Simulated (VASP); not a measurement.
Runs of VASP 6.6.1 on ZrSi7. The cell holds an amorphous packing of atoms, 16 atoms: a = 6.389 Å, b = 6.560 Å, c = 6.442 Å, α = 89.98°, β = 87.19°, γ = 86.27°. 

| smearing | gap on the mesh (eV) | pressure (GPa) | largest force (eV/Å) |
| --- | --- | --- | --- |
| fermi-dirac 0.1568 eV | (b) | 2.4 | (a) |
| fermi-dirac 0.087 eV | 0.38 | 1.4 | 2.07 |
| fermi-dirac 0.05 eV | 0.50 | 0.0 | 1.96 |
| fermi-dirac 0.218 eV | 0.21 | 10.4 | 4.75 |

Alike in all rows: task single point; level PBE; potentials or basis VASP PAW PBE potentials, release 64 (Si, Zr_sv); no spin polarisation; cell as given; k mesh 1 × 1 × 1, shifted; cutoff (eV) 520.

**Question.** Fill in the values left out.

**Answer.** (a) 2.31; (b) 0.26.

Caveats: all runs use coarse meshes.

A k mesh can miss the band edges, and the runs leave out spin-orbit coupling on Zr.
